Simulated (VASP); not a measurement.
A run of VASP 6.6.1:

INCAR

```
SYSTEM = Al2Cu
ALGO = Fast ; EDIFF = 1E-6
ENCUT = 520 ; GGA = PS
ISIF = 2 ; ISMEAR = 0
LASPH = .True. ; LCHARG = .False.
LREAL = .False. ; LWAVE = .False.
NBANDS = 26 ; NELM = 80
PREC = Accurate ; SIGMA = 0.15
```

The input KPOINTS:

```
k-points
0
Gamma
  10 10 10
  0 0 0
```

POSCAR

```
Al2Cu
1.0
   -2.9366000000      2.9366000000      2.5103500000
    2.9366000000     -2.9366000000      2.5103500000
    2.9366000000      2.9366000000     -2.5103500000
Al Cu
4 2
Direct
    0.1593210787      0.6593210787      0.8186421574
    0.6593210787      0.8406789213      0.5000000000
    0.8406789213      0.3406789213      0.1813578426
    0.3406789213      0.1593210787      0.5000000000
    0.7500000000      0.7500000000      0.0000000000
    0.2500000000      0.2500000000      0.0000000000
```

Potentials or basis: VASP PAW PBE potentials, release 64 (Al, Cu).

Launch:

```console
$ cat potpaw_PBE.64/Al/POTCAR potpaw_PBE.64/Cu/POTCAR > POTCAR
$ mpirun -np 1 vasp_std > vasp.out
```

Hardware: 1 thread of Intel Xeon 8259CL, on a shared host.

**Question.** How long does it take, and how much memory?

**Answer.** Run time: 9.4 min on 1 thread of Intel Xeon 8259CL, with other jobs on the host, peak memory 0.34 GiB. Counts: scf iterations 18, k points 102.
